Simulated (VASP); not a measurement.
YbB: single point with r2SCAN

The system is YbB.

```
Yb B
1.0
     0.00000    2.65390    2.65390
     2.62762    0.02628    2.62762
     2.62762    2.62762    0.02628
Yb B
1 1
Cartesian
  2.6276 2.6539 2.6539
  0.0000 0.0000 0.0000
```

* Program: VASP 6.6.1
* Task: single point
* Functional: r2SCAN
* Potentials or basis: VASP PAW PBE potentials, release 64 (Yb, B)
* Cutoff: 520 eV
* k mesh: 12 × 12 × 12
* Occupations: gaussian, width 0.05 eV
* Spin: no spin polarisation

```yaml
Pressure: 0.1 GPa
Band_gap_on_the_k_mesh: zero (an odd number of electrons rules out a gap without spin polarisation)
```

Stress tensor (GPa, compression positive):
```
0.20 0.00 0.00
0.00 0.10 0.31
0.00 0.31 0.10
```

Levels at points of the mesh, in eV from the Fermi level:
```tsv
k point	band 12	band 13	band 14	band 15	band 16	band 17
(0.00, 0.00, 0.00)	-0.47	3.03	3.09	3.16	3.67	3.79
(0.50, 0.00, 0.00)	-0.48	-0.47	-0.27	-0.15	7.09	7.28
(0.00, 0.50, 0.00)	-0.48	-0.47	-0.38	-0.26	7.17	7.23
(0.50, 0.50, 0.00)	-0.53	-0.50	0.95	1.79	1.80	7.02
(0.00, 0.50, 0.50)	-0.53	-0.50	0.95	1.70	1.90	7.03
```

Wall time 11 min on 1 thread of Intel(R) Xeon(R) 6975P-C (Granite Rapids), with other jobs on the host, peak memory 0.36 GiB.

Caveat: the PAW data sets were made with another functional, which shifts forces and pressure a little; spin-orbit coupling is left out, which moves the levels of the heavy elements. Spin polarisation is off, so any magnetic state and its effect on volume and gap are missing.
